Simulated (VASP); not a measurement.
**As: single point with PBEsol**

As:

```xyz
2
Lattice="1.8909 1.0917 3.3680 -1.8909 1.0917 3.3680 0.0000 -2.1835 3.3680" Properties=species:S:1:pos:R:3 pbc="T T T"
As    0.0000    0.0000    7.7790
As    0.0000    0.0000    2.3251
```

```yaml
Program: VASP 6.6.1
Task: single point
Functional: PBEsol
Potentials_or_basis: VASP PAW PBE potentials, release 64 (As_d)
Cutoff: 600 eV
k_mesh: 11 × 11 × 11
Occupations: fermi-dirac, width 0.05 eV
Spin: no spin polarisation
Dipole_correction: no
Second_run: valence_matched
Further_INCAR_settings: ALGO = Normal; EDIFF = 1e-06; NBANDS = 22
```

The pressure is 0.2 GPa. The largest force is 0.009 eV/Å and the band gap on the k mesh is zero (band 15 reaches 4.09 eV, above the bottom of band 16 at 3.85 eV).

Forces in eV/Å, atoms in the order of the input:
```
As   0.000  0.000 -0.009
As   0.000  0.000  0.009
```

Levels at points of the mesh, in eV from the Fermi level:
| k point | band 11 | band 12 | band 13 | band 14 | band 15 | band 16 | band 17 | band 18 | band 19 | band 20 |
| --- | --- | --- | --- | --- | --- | --- | --- | --- | --- | --- |
| (0.00, 0.00, 0.00) | -15.21 | -5.63 | -2.44 | -2.13 | -2.13 | 2.03 | 3.07 | 3.07 | 6.44 | 6.44 |

It took 35 s on 1 thread of Intel(R) Xeon(R) 6975P-C (Granite Rapids), on a shared host, peak memory 0.26 GiB.

Caveat: the PAW data sets were made with another functional, which shifts forces and pressure a little.
